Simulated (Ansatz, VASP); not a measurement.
**CaO in VASP and in Ansatz**

The input INCAR:

```
SYSTEM = CaO
  ALGO = Normal
  EDIFF = 1E-6
  ENCUT = 600
  GGA = PE
  GGA_COMPAT = .False.
  ISIF = 2
  ISMEAR = -1
  LASPH = .True.
  LCHARG = .False.
  LREAL = .False.
  LWAVE = .False.
  NBANDS = 15
  NELM = 120
  PREC = Accurate
  SIGMA = 0.04
```

KPOINTS

```
k-points
0
Gamma
  4 4 4
  0 0 0
```

POSCAR

```
CaO
1.0
    0.0000000000      2.4035556960      2.4035556960
    2.4035556960      0.0000000000      2.4035556960
    2.4035556960      2.4035556960      0.0000000000
Ca O
1 1
Direct
    0.0000000000      0.0000000000      0.0000000000
    0.5000000000      0.5000000000      0.5000000000
```

The input input.yaml:

```yaml
crystal:
  lattice:
    - [0.0, 2.403555696, 2.403555696]
    - [2.403555696, 0.0, 2.403555696]
    - [2.403555696, 2.403555696, 0.0]
  atoms:
    - { symbol: Ca, position: [0.0, 0.0, 0.0] }
    - { symbol: O, position: [0.5, 0.5, 0.5] }
kpoints:
  mp_grid: { grid: [4, 4, 4] }
scf:
  occupations: { method: fermi_dirac, width: 0.04 }
hamiltonian:
  xc: pbe
  pseudopotentials: { kind: all_electron, lapw: { basis_error: 0.003 } }
output:
  forces: true
  stress: true
  eigenvalues: true
```

Alike in both runs: task single point; functional PBE; k mesh 4 × 4 × 4; occupations fermi-dirac, width 0.04 eV; no spin polarisation.

|  | VASP | Ansatz |
| --- | --- | --- |
| version | VASP 6.6.1 | Ansatz 0.2.0 |
| potentials or method | VASP PAW PBE potentials, release 64 (Ca_sv, O), cutoff 600 eV | all-electron LAPW, scalar-relativistic |

```csv
,VASP,Ansatz,Ansatz less VASP
gap on the k mesh at the Fermi level (eV),3.63,3.65,+0.016
least direct gap on the mesh (eV),4.00,4.02,+0.015
pressure (GPa),2.1,1.6,-0.48
```

Ansatz ran all-electron here, and VASP with PAW potentials.

The k mesh is coarse, so the values compare programs but aren't converged.
